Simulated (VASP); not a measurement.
A run of VASP 6.6.1:

Contents of INCAR:

```
SYSTEM = TiN
ALGO = Normal ; EDIFF = 1E-6
EDIFFG = -0.005 ; ENCUT = 600
GGA = PE ; IBRION = 2
ISIF = 3 ; ISMEAR = 0
LASPH = .True. ; LCHARG = .False.
LREAL = .False. ; LWAVE = .False.
NELM = 100 ; NSW = 80
PREC = Accurate ; SIGMA = 0.1
```

Contents of KPOINTS:

```
k-points
0
Gamma
  20 20 20
  0 0 0
```

POSCAR

```
TiN
1.0
    0.0000000000      2.1200000000      2.1200000000
    2.1200000000      0.0000000000      2.1200000000
    2.1200000000      2.1200000000      0.0000000000
Ti N
1 1
Direct
    0.0000000000      0.0000000000      0.0000000000
    0.5000000000      0.5000000000      0.5000000000
```

Potentials or basis: VASP PAW PBE potentials, release 64 (Ti_sv, N).

Launch:

```bash
$ cat potpaw_PBE.64/Ti_sv/POTCAR potpaw_PBE.64/N/POTCAR > POTCAR
$ mpirun -np 1 vasp_std > vasp.out
```

Hardware: 1 thread of AMD EPYC 7R43 64-Core Processor (Zen 3), with other jobs on the host.

Question: Estimate the wall time of this run.

Answer: Run time: 3 min on 1 thread of AMD EPYC 7R43 64-Core Processor (Zen 3), with other jobs on the host, peak memory 0.17 GiB. Counts: scf iterations 38, k points 256, ion steps 4.
